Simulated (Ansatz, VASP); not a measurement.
# Re: VASP beside Ansatz

```
Re
1.0
     4.39597    0.00000    0.00000
    -2.19798    3.80702    0.00000
     0.00000    0.00000    2.45148
Re
2
Direct
  0.33333 0.66667 0.00000
  0.66667 0.33333 0.00000
```

Alike in both runs: functional PBE; k mesh 6 × 6 × 6; occupations gaussian, width 0.1 eV; no spin polarisation.

Ansatz relaxed the structure, and its values are those at the end. VASP's run is a single point on that final structure, the one shown.

```csv
,VASP,Ansatz
version,VASP 6.6.1,Ansatz 0.2.0
potentials or method,"VASP PAW PBE potentials, release 64 (Re_sv_GW), cutoff 500 eV","scalar-relativistic, plane waves, PAW"
valence electrons in the cell,30,30
```

|  | VASP | Ansatz | Ansatz less VASP |
| --- | --- | --- | --- |
| gap on the k mesh at the Fermi level (eV) | none | none | - |
| pressure (GPa) | -1.6 | 0.1 | +1.71 |

A gap of «none» marks a metal or a gap that the smearing closes.

The k mesh is coarse, so the values compare programs but aren't converged. Spin-orbit coupling is off throughout.
